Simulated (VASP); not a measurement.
Write the native input for VASP 6.6.1 that does the following.

- Task: single point
- Functional: PBEsol
- Potentials or basis: VASP PAW PBE potentials, release 64 (Ti_sv)
- Cutoff: 520 eV
- k mesh: 12 × 12 × 14
- Occupations: gaussian, width 0.15 eV
- Spin: no spin polarisation
- Dipole correction: no
- Further INCAR settings: ALGO = Fast; EDIFF = 1e-06; NBANDS = 25

The structure of Ti lies in POSCAR:

```
Ti
1.0
    4.4336000000      0.0000000000      0.0000000000
   -2.2168000000      3.8396102302      0.0000000000
    0.0000000000      0.0000000000      2.5297000000
Ti
3
Direct
    0.0000000000      0.0000000000      0.0000000000
    0.3333333333      0.6666666667      0.5000000000
    0.6666666667      0.3333333333      0.5000000000
```

This isn't the form of Ti at room conditions, which is hcp.

These files were run (other wordings do the same):

INCAR

```
PREC = Accurate
ENCUT = 520
EDIFF = 1E-6
ISMEAR = 0
SIGMA = 0.15
LREAL = False
LASPH = True
NELM = 100
ALGO = Fast
ISIF = 2
LWAVE = False
LCHARG = False
GGA = PS
NBANDS = 25
```

KPOINTS

```
Automatic mesh
0
Gamma
  12 12 14
```

Potentials or basis: VASP PAW PBE potentials, release 64 (Ti_sv).

The run is started by

```bash
$ cat potpaw_PBE.64/Ti_sv/POTCAR > POTCAR
$ mpirun -np 1 vasp_std > vasp.out
```

Results of the run:

* Pressure: 21.1 GPa
* Band gap on the k mesh: zero (bands 18 and 19 overlap by 0.45 eV)

Caveat: the stress differs along the axes, from 15 to 33 GPa; the PAW data sets were made with another functional, which shifts forces and pressure a little.

Run time: 14 min on 1 thread of Intel Xeon 8259CL (shared host), peak memory 0.26 GiB.
